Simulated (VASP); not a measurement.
RbCl:

```
Rb Cl
1.0
     0.00000    3.34913    3.34913
     3.34913    0.00000    3.34913
     3.34913    3.34913    0.00000
Rb Cl
1 1
Direct
  0.00000 0.00000 0.00000
  0.50000 0.50000 0.50000
```

```yaml
Program: VASP 6.6.1
Task: relaxation of cell and atoms
Functional: LDA
Potentials_or_basis: VASP PAW LDA potentials, release 64 (Rb_sv, Cl)
Cutoff: 500 eV
k_mesh: 6 × 6 × 6
Occupations: fermi-dirac, width 0.02 eV
Spin: no spin polarisation
```

At the start: pressure -2.2 GPa; volume 37.57 Å³/atom.

Question: How do energy, volume and symmetry change on relaxing?

Answer: Over 4 steps the energy falls by 40.1 meV/atom and the volume is 32.48 Å³/atom (-13.5 %); space group Fm-3m (No. 225, to 0.05 Å).

The path:
```csv
step,energy change (eV),largest force (eV/Å),pressure (GPa),volume (Å³)
1,0.0000,0.0000,-2.19,75.13
2,-0.0604,0.0000,-1.27,69.68
3,-0.0799,0.0000,-0.15,65.49
4,-0.0801,0.0000,0.02,64.97
```

Final structure:
```
CELL_PARAMETERS angstrom
0.00000 3.19069 3.19069
3.19069 0.00000 3.19069
3.19069 3.19069 0.00000
ATOMIC_POSITIONS crystal
Rb 0.00000 0.00000 0.00000
Cl 0.50000 0.50000 0.50000
```

Caveat: the volume moved by -14 % from the deposited cell, more than functionals usually miss.
